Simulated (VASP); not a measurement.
AlFe, 2 atoms in the cell. Symmetry: Pm-3m, No. 221, cubic system. The conventional cell has a = 2.807 Å, b = 2.807 Å, c = 2.807 Å, α = 90.00°, β = 90.00°, γ = 90.00°. Within 3.2 Å of Al (site symmetry m-3m) lie 8 Fe at 2.43 Å and 6 Al at 2.81 Å. Within 3.2 Å of Fe (site symmetry m-3m) lie 8 Al at 2.43 Å and 6 Fe at 2.81 Å. 

```yaml
Program: VASP 6.6.1
Task: electric field gradients
Functional: r2SCAN
Potentials_or_basis: VASP PAW PBE potentials, release 64 (Al, Fe)
Cutoff: 520 eV
k_mesh: 14 × 14 × 14
Occupations: fermi-dirac, width 0.08 eV
Spin: collinear spin, ferromagnetic start
Starting_moments: "[0.0, 3.0] μB"
Dipole_correction: no
Further_INCAR_settings: ALGO = Normal; EDIFF = 1e-08; NBANDS = 16
```

Potentials or basis: VASP PAW PBE potentials, release 64 (Al, Fe).

Command:

```bash
$ cat potpaw_PBE.64/Al/POTCAR potpaw_PBE.64/Fe/POTCAR > POTCAR
$ cp INCAR.step1 INCAR
$ mpirun -np 1 vasp_std > vasp.out
$ cp INCAR.step2 INCAR
$ mpirun -np 1 vasp_std > vasp.out
```

Hardware: 1 thread of Intel(R) Xeon(R) Platinum 8488C (Sapphire Rapids), on a shared host.

Task: Estimate the wall time of this run.

Result: It took 3.5 min on 1 thread of Intel(R) Xeon(R) Platinum 8488C (Sapphire Rapids), with other jobs on the host, peak memory 0.2 GiB. Counts: k points 120.
